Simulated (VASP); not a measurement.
A run of VASP 6.6.1:

The input INCAR:

```
  PREC = Accurate
  ENCUT = 520
  EDIFF = 1E-6
  ISMEAR = 0
  SIGMA = 0.1
  LREAL = F
  LASPH = T
  NELM = 80
  ALGO = Fast
  ISIF = 2
  LWAVE = F
  LCHARG = F
  GGA = PE
  NBANDS = 40
```

Contents of KPOINTS:

```
regular mesh
0
Gamma
  6 6 12
```

Contents of POSCAR:

```
HfTi4Si
1.0
    6.3143857311      0.0000000000      0.0000000000
    0.0000000000      6.3143857311      0.0000000000
    0.0000000000      0.0000000000      2.9202029796
Hf Ti Si
1 4 1
Direct
    0.0000000000      0.0000000000      0.5000000000
    0.1763591365      0.5000000000      0.5000000000
    0.8236408635      0.5000000000      0.5000000000
    0.5000000000      0.1763591365      0.5000000000
    0.5000000000      0.8236408635      0.5000000000
    0.5000000000      0.5000000000      0.0000000000
```

Potentials or basis: VASP PAW PBE potentials, release 64 (Hf_pv, Ti_sv, Si).

Launch:

```bash
$ cat potpaw_PBE.64/Hf_pv/POTCAR potpaw_PBE.64/Ti_sv/POTCAR potpaw_PBE.64/Si/POTCAR > POTCAR
$ mpirun -np 1 vasp_std > vasp.out
```

Hardware: 1 thread of AMD EPYC 9R45 (Zen 5), with other jobs on the host.

Problem. Estimate the wall time of this run.

Solution. Run time: 12 min on 1 thread of AMD EPYC 9R45 (Zen 5), with other jobs on the host, peak memory 0.39 GiB. Counts: scf iterations 46, k points 70.
